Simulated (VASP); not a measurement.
# LiSb2 (Fm-3m) in VASP: single point with PBE+D3(BJ)

Aim: the single point of LiSb2 with PBE+D3(BJ).

Everything below comes from runs of VASP 6.6.1. Logs are shortened: lines on timing, memory, paths and dates and some standing lists are left out, and cuts for length are marked.

### 1 The cell of the first run

Symmetry: Fm-3m, No. 225, cubic system. Conventional cell: a = 6.532 Å, b = 6.532 Å, c = 6.532 Å, α = 90.00°, β = 90.00°, γ = 90.00°. Li (site symmetry m-3m) has 8 Sb at 2.83 Å within 3.7 Å. Within 3.7 Å of Sb (site symmetry -43m) lie 4 Li at 2.83 Å and 6 Sb at 3.27 Å.

### 2 Single point, PBE+D3(BJ), non-collinear spin, zero start, spin-orbit coupling

INCAR reads:

```
SYSTEM = LiSb2
ALGO = Normal
EDIFF = 1E-6
ENCUT = 520
GGA = PE
GGA_COMPAT = .False.
ISIF = 2
ISMEAR = 0
IVDW = 12
LASPH = .True.
LCHARG = .False.
LORBIT = 11
LORBMOM = .True.
LREAL = .False.
LSORBIT = .True.
LWAVE = .False.
MAGMOM = 0 0 0 0 0 0 0 0 0
NBANDS = 26
NELM = 150
PREC = Accurate
SIGMA = 0.1
```

KPOINTS reads:

```
k-points
0
Gamma
  12 12 12
  0 0 0
```

POSCAR reads:

```
LiSb2
1.0
    0.0000000000      3.2660189000      3.2660189000
    3.2660189000      0.0000000000      3.2660189000
    3.2660189000      3.2660189000      0.0000000000
Li Sb
1 2
Direct
    0.5000000000      0.5000000000      0.5000000000
    0.2500000000      0.2500000000      0.2500000000
    0.7500000000      0.7500000000      0.7500000000
```

Potentials or basis: VASP PAW PBE potentials, release 64 (Li_sv, Sb).

Launch:

```console
cat potpaw_PBE.64/Li_sv/POTCAR potpaw_PBE.64/Sb/POTCAR > POTCAR
mpirun -np 1 vasp_ncl > vasp.out
```

OUTCAR:

```text
SYSTEM = LiSb2
   EDIFF = 1E-6
   ENCUT = 520
   GGA = PE
   ISIF = 2
   ISMEAR = 0
   IVDW = 12
   LASPH = .True.
   LORBIT = 11
   LREAL = .False.
   LSORBIT = .True.
   NELM = 150
   PREC = Accurate
 IVDW          = 12

 ion  position               nearest neighbor table
   1  0.500  0.500  0.500-   2 2.83   2 2.83   2 2.83   2 2.83   3 2.83   3 2.83   3 2.83   3 2.83

   2  0.250  0.250  0.250-   1 2.83   1 2.83   1 2.83   1 2.83   3 3.27   3 3.27   3 3.27   3 3.27
                             3 3.27   3 3.27
   3  0.750  0.750  0.750-   1 2.83   1 2.83   1 2.83   1 2.83   2 3.27   2 3.27   2 3.27   2 3.27
                             2 3.27   2 3.27

  LATTYP: Found a face centered cubic cell.
 ALAT       =     6.5320378000

  Lattice vectors:

 A1 = (   0.0000000000,   3.2660189000,   3.2660189000)
 A2 = (   3.2660189000,   0.0000000000,   3.2660189000)
 A3 = (   3.2660189000,   3.2660189000,   0.0000000000)

Analysis of symmetry for initial positions (statically):
=====================================================================
 Subroutine PRICEL returns:
 Original cell was already a primitive cell.

 Routine SETGRP: Setting up the symmetry group for a
 face centered cubic supercell.

 Subroutine GETGRP returns: Found 48 space group operations
 (whereof 48 operations were pure point group operations)
 out of a pool of 48 trial point group operations.

The static configuration has the point symmetry O_h .

Analysis of symmetry for dynamics (positions and initial velocities):
=====================================================================
 Subroutine PRICEL returns:
 Original cell was already a primitive cell.

 Routine SETGRP: Setting up the symmetry group for a
 face centered cubic supercell.

 Subroutine GETGRP returns: Found 48 space group operations
 (whereof 48 operations were pure point group operations)
 out of a pool of 48 trial point group operations.

The dynamic configuration has the point symmetry O_h .

Analysis of structural, dynamic, and magnetic symmetry:
=====================================================================
 Subroutine PRICEL returns:
 Original cell was already a primitive cell.

 Routine SETGRP: Setting up the symmetry group for a
 face centered cubic supercell.

 Subroutine GETGRP returns: Found 48 space group operations
 (whereof 48 operations were pure point group operations)
 out of a pool of 48 trial point group operations.

The overall configuration has the point symmetry O_h .

 Subroutine INISYM returns: Found 48 space group operations
 (whereof 48 operations are pure point group operations),
 and found     1 'primitive' translations

----------------------------------------------------------------------------------------

                                     Primitive cell

  volume of cell :      69.6765

  direct lattice vectors                    reciprocal lattice vectors
     0.000000000  3.266018900  3.266018900    -0.153091582  0.153091582  0.153091582
     3.266018900  0.000000000  3.266018900     0.153091582 -0.153091582  0.153091582
     3.266018900  3.266018900  0.000000000     0.153091582  0.153091582 -0.153091582

  length of vectors
     4.618848223  4.618848223  4.618848223     0.265162398  0.265162398  0.265162398

  position of ions in fractional coordinates (direct lattice)
     0.500000000  0.500000000  0.500000000
     0.250000000  0.250000000  0.250000000
     0.750000000  0.750000000  0.750000000

  ion indices of the primitive-cell ions
   primitive index   ion index
                 1           1
                 2           2
                 3           3

----------------------------------------------------------------------------------------

 KPOINTS: k-points

Automatic generation of k-mesh.
 Grid dimensions read from file:
 generate k-points for:   12   12   12

 Generating k-lattice:

  Cartesian coordinates                     Fractional coordinates (reciprocal lattice)
    -0.012757632  0.012757632  0.012757632     0.083333333  0.000000000  0.000000000
     0.012757632 -0.012757632  0.012757632     0.000000000  0.083333333  0.000000000
     0.012757632  0.012757632 -0.012757632     0.000000000  0.000000000  0.083333333

  Length of vectors
     0.022096867  0.022096867  0.022096867

  Shift w.r.t. Gamma in fractional coordinates (k-lattice)
     0.000000000  0.000000000  0.000000000

 Subroutine IBZKPT returns following result:
 ===========================================

 Found     72 irreducible k-points:

 Following reciprocal coordinates:
            Coordinates               Weight
  0.000000  0.000000  0.000000      1.000000
  0.083333  0.000000  0.000000      8.000000
[... 48 lines left out ...]
   ISYM   =      2    0-nonsym 1-usesym 2-fastsym
   POTIM  = 0.5000    time-step for ionic-motion
   TEBEG  =    0.0;   TEEND  =   0.0 temperature during run
   PSTRESS=    0.0 pullay stress
   NELECT =      13.0000    total number of electrons
   NUPDOWN=      -1.0000    fix difference up-down
   EMIN   =  10.00;   EMAX   =-10.00  energy-range for DOS
   EFERMI =   0.00;   METHOD = LEGACY
   ISMEAR =     0;   SIGMA  =   0.10  broadening in eV -4-tet -1-fermi 0-gaus
   EFERMI_NEDOS =   21; number of points for ismear=-14 and -15
   IALGO  =     38    algorithm
   IMIX   =      4    mixing-type and parameters
     AMIX     =   0.40;   BMIX     =  1.00
     AMIX_MAG =   1.60;   BMIX_MAG =  1.00
  volume/ion in A,a.u.               =      23.23       156.73
  Fermi-wavevector in a.u.,A,eV,Ry     =   0.935464  1.767771 11.906371  0.875094
  Thomas-Fermi vector in A             =   2.062374
   LORBIT       =     11    0 simple, 1 ext, 2 COOP (PROOUT), +10 PAW based schemes
   GGA     = PE    functional components
   LHFCALC =     F    Hartree Fock is set to
   AEXX    =    0.0000 exact exchange contribution
   IVDW    =    12    specifies the selected vdW correction
   LEPSILON=     F    determine dielectric tensor
   LRPA    =     F    only Hartree local field effects (RPA)
 Gauss-broadening in eV      SIGMA  =   0.10
  energy-cutoff  :      520.00
  volume of cell :       69.68
 maximum number of plane-waves:      3798
   NGX = 17   NGY = 17   NGZ = 17

 number of electron      13.0000000 magnetization       0.0000000      0.0000000      0.0000000

 number of electron      12.9999998 magnetization      -0.0000000     -0.0000000      0.0000000

 number of electron      12.9999998 magnetization      -0.0000000      0.0000000      0.0000000

 Free energy of the ion-electron system (eV)
  ---------------------------------------------------
  ext. energy  EPLUGINS =         0.00000000
  ---------------------------------------------------
  free energy    TOTEN  =       -10.83908474 eV

  energy without entropy =      -10.82942467  energy(sigma->0) =      -10.83425470

 E-fermi :   6.7110     XC(G=0):  -9.5234

 val. band max:        6.7105251683   @ k =   0.2500   0.0000   0.0000
 cond. band min:       6.7471775409   @ k =   0.4167   0.1667   0.0833
 fundamental gap:      0.0366523726
 Fermi energy:         6.7110431464

 k-point     1 :       0.0000    0.0000    0.0000
  band No.  band energies     occupation
      1     -39.6900      1.00000
      2     -39.6900      1.00000
      3      -5.1371      1.00000
      4      -5.1371      1.00000
      5       1.0644      1.00000
      6       1.0644      1.00000
[... 661 lines left out ...]
     24      13.1276      0.00000
     25      15.6158      0.00000

 [... further k-points ...]

 [bands above 25 left out]

------------------------ aborting loop because EDIFF is reached ----------------------------------------

 Edisp (eV)   -1.24042

 E8    (eV) :    -0.5631

  FORCE on cell =-STRESS in cart. coord.  units (eV):
  Direction    XX          YY          ZZ          XY          YZ          ZX
  --------------------------------------------------------------------------------------
  -------------------------------------------------------------------------------------
  Total       0.01459     0.01459     0.01459     0.00000     0.00000    -0.00000
  in kB       0.33558     0.33558     0.33558     0.00000     0.00000    -0.00000
  external pressure =        0.34 kB  Pullay stress =        0.00 kB

 VOLUME and BASIS-vectors are now :
 -----------------------------------------------------------------------------
  energy-cutoff  :      520.00
  volume of cell :       69.68
      direct lattice vectors                 reciprocal lattice vectors
     0.000000000  3.266018900  3.266018900    -0.153091582  0.153091582  0.153091582
     3.266018900  0.000000000  3.266018900     0.153091582 -0.153091582  0.153091582
     3.266018900  3.266018900  0.000000000     0.153091582  0.153091582 -0.153091582

 POSITION                                       TOTAL-FORCE (eV/Angst)
 -----------------------------------------------------------------------------------
      3.26602      3.26602      3.26602         0.000000     -0.000000      0.000000
      1.63301      1.63301      1.63301        -0.000000      0.000000     -0.000000
      4.89903      4.89903      4.89903         0.000000     -0.000000      0.000000
 -----------------------------------------------------------------------------------
    total drift:                                0.000000      0.000000      0.000000

  FREE ENERGIE OF THE ION-ELECTRON SYSTEM (eV)
  ---------------------------------------------------
  free  energy   TOTEN  =       -12.0795074353 eV

  energy  without entropy=      -12.0698473668  energy(sigma->0) =      -12.07467740

 orbital moment (x)

 # of ion     p       d       tot
 ----------------------------------------
  1         0.000   0.000   0.000
  2        -0.000  -0.000  -0.000
  3         0.000  -0.000   0.000
 ----------------------------------------
            0.000  -0.000   0.000

 orbital moment (y)

 # of ion     p       d       tot
 ----------------------------------------
  1         0.000   0.000   0.000
  2        -0.000   0.000  -0.000
  3        -0.000   0.000  -0.000
 ----------------------------------------
           -0.000   0.000  -0.000

 orbital moment (z)

 # of ion     p       d       tot
 ----------------------------------------
  1         0.000   0.000   0.000
  2         0.000   0.000   0.000
  3         0.000   0.000   0.000
 ----------------------------------------
            0.000   0.000   0.000

 Spin-Orbit-Coupling matrix elements

 Ion:    1  E_soc:     -0.0000028
 l=   1
     0.0000000    -0.0000005    -0.0000005
    -0.0000005     0.0000000    -0.0000005
    -0.0000005    -0.0000005     0.0000000
 l=   2
     0.0000000     0.0000000     0.0000000     0.0000000     0.0000000
     0.0000000     0.0000000     0.0000000     0.0000000     0.0000000
     0.0000000     0.0000000     0.0000000     0.0000000     0.0000000
     0.0000000     0.0000000     0.0000000     0.0000000     0.0000000
     0.0000000     0.0000000     0.0000000     0.0000000     0.0000000
 l=   3
     0.0000000     0.0000000     0.0000000     0.0000000     0.0000000     0.0000000     0.0000000
     0.0000000     0.0000000     0.0000000     0.0000000     0.0000000     0.0000000     0.0000000
     0.0000000     0.0000000     0.0000000     0.0000000     0.0000000     0.0000000     0.0000000
     0.0000000     0.0000000     0.0000000     0.0000000     0.0000000     0.0000000     0.0000000
[... 29 lines left out ...]
 l=   2
     0.0000000    -0.0000100     0.0000000    -0.0000100    -0.0001107
    -0.0000100     0.0000000    -0.0000830    -0.0000100    -0.0000277
     0.0000000    -0.0000830     0.0000000    -0.0000830     0.0000000
    -0.0000100    -0.0000100    -0.0000830     0.0000000    -0.0000277
    -0.0001107    -0.0000277     0.0000000    -0.0000277     0.0000000
 l=   3
     0.0000000     0.0000000     0.0000000     0.0000000     0.0000000     0.0000000     0.0000000
     0.0000000     0.0000000     0.0000000     0.0000000     0.0000000     0.0000000     0.0000000
     0.0000000     0.0000000     0.0000000     0.0000000     0.0000000     0.0000000     0.0000000
     0.0000000     0.0000000     0.0000000     0.0000000     0.0000000     0.0000000     0.0000000
     0.0000000     0.0000000     0.0000000     0.0000000     0.0000000     0.0000000     0.0000000
     0.0000000     0.0000000     0.0000000     0.0000000     0.0000000     0.0000000     0.0000000
     0.0000000     0.0000000     0.0000000     0.0000000     0.0000000     0.0000000     0.0000000

 total charge

# of ion       s       p       d       tot
------------------------------------------
    1        2.027   0.072   0.000   2.099
    2        1.217   1.152   0.031   2.399
    3        1.217   1.152   0.031   2.399
--------------------------------------------------
tot          4.461   2.376   0.061   6.898

 magnetization (x)

# of ion       s       p       d       tot
------------------------------------------
    1        0.000   0.000   0.000   0.000
    2        0.000  -0.000   0.000  -0.000
    3        0.000  -0.000   0.000  -0.000
--------------------------------------------------
tot          0.000  -0.000   0.000  -0.000

 magnetization (y)

# of ion       s       p       d       tot
------------------------------------------
    1        0.000   0.000   0.000   0.000
    2        0.000  -0.000  -0.000  -0.000
    3        0.000  -0.000   0.000   0.000
--------------------------------------------------
tot          0.000  -0.000   0.000   0.000

 magnetization (z)

# of ion       s       p       d       tot
------------------------------------------
    1        0.000   0.000   0.000   0.000
    2        0.000  -0.000   0.000  -0.000
    3        0.000  -0.000   0.000  -0.000
--------------------------------------------------
tot          0.000  -0.000   0.000  -0.000
```

It took 4.7 min on 1 thread of Intel Xeon Platinum 8259CL at 2.50GHz (Skylake/Cascade Lake), shared host; peak memory 0.49 GiB.

What came out:

| Quantity | Value |
| --- | --- |
| Free energy | -12.0795 eV |
| Net moment | 0.00 μB per cell |
| Valence electrons inside the program's atomic spheres | Li 2.10; Sb 2.40 |
| Dispersion energy per atom | -0.413 eV |

Moments on the atoms (μB; x, y, z):
```
Li  0.00 0.00 0.00
Sb  0.00 0.00 0.00
Sb  0.00 0.00 0.00
```

Caveat: the cutoff is under 1.25 times the usual one of these potentials, so pressure, stress and relaxed cells hold a basis-set (Pulay) error.
